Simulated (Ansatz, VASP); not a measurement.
## One calculation of PbSe, two programs

INCAR

```
SYSTEM = PbSe
PREC = Accurate
ENCUT = 520
EDIFF = 1E-8
ISMEAR = -1
SIGMA = 0.01
LREAL = .FALSE.
LASPH = .TRUE.
NELM = 100
ALGO = Normal
ISIF = 2
LWAVE = .FALSE.
LCHARG = .FALSE.
GGA = PS
LEFG = .TRUE.
NBANDS = 17
```

Contents of KPOINTS:

```
Automatic mesh
0
G
  9 9 9
  0 0 0
```

POSCAR

```
PbSe
1.0
    0.0612430000      3.0927715000      3.0927715000
    3.0927715000      0.0612430000      3.0927715000
    3.0927715000      3.0927715000      0.0612430000
Pb Se
1 1
Direct
    0.0000000000      0.0000000000      0.0000000000
    0.5000000000      0.5000000000      0.5000000000
```

Input for Ansatz:

```yaml
crystal:
  lattice:
    - [0.061243, 3.0927715, 3.0927715]
    - [3.0927715, 0.061243, 3.0927715]
    - [3.0927715, 3.0927715, 0.061243]
  atoms:
    - { symbol: Pb, position: [0.0, 0.0, 0.0] }
    - { symbol: Se, position: [0.5, 0.5, 0.5] }
kpoints:
  mp_grid: { grid: [9, 9, 9] }
scf:
  occupations: { method: fermi_dirac, width: 0.01 }
hamiltonian:
  xc: pbesol
  pseudopotentials: { kind: all_electron, datasets: crystal }
output:
  forces: true
  stress: true
  eigenvalues: true
  efg: { contact_densities: true }
```

Change from the starting cell: equal xy, yz and zx shear strains of +2 %, crystal datasets.

Alike in both runs: task electric field gradients; functional PBEsol; k mesh 9 × 9 × 9; occupations fermi-dirac, width 0.01 eV; no spin polarisation.

|  | VASP | Ansatz |
| --- | --- | --- |
| version | VASP 6.6.1 | Ansatz 0.2.0 |
| potentials or method | VASP PAW PBE potentials, release 64 (Pb_d, Se), cutoff 520 eV | all-electron PAW with datasets made for the crystal, scalar-relativistic |

|  | VASP | Ansatz | Ansatz less VASP |
| --- | --- | --- | --- |
| gap on the k mesh at the Fermi level (eV) | 0.48 | 0.48 | -0.001 |
| pressure (GPa) | -0.6 | -0.6 | +0.01 |
| traceless stress, the component that is largest in VASP (GPa) | -0.37 | -0.37 | +0.001 |
| size of Vzz on the site where it differs most (V/Å²) | 3.7 | 7.2 | +3.45 |

VASP's potentials were made for PBE, not for PBEsol. Ansatz ran all-electron here, and VASP with PAW potentials.

Spin-orbit coupling is off throughout.
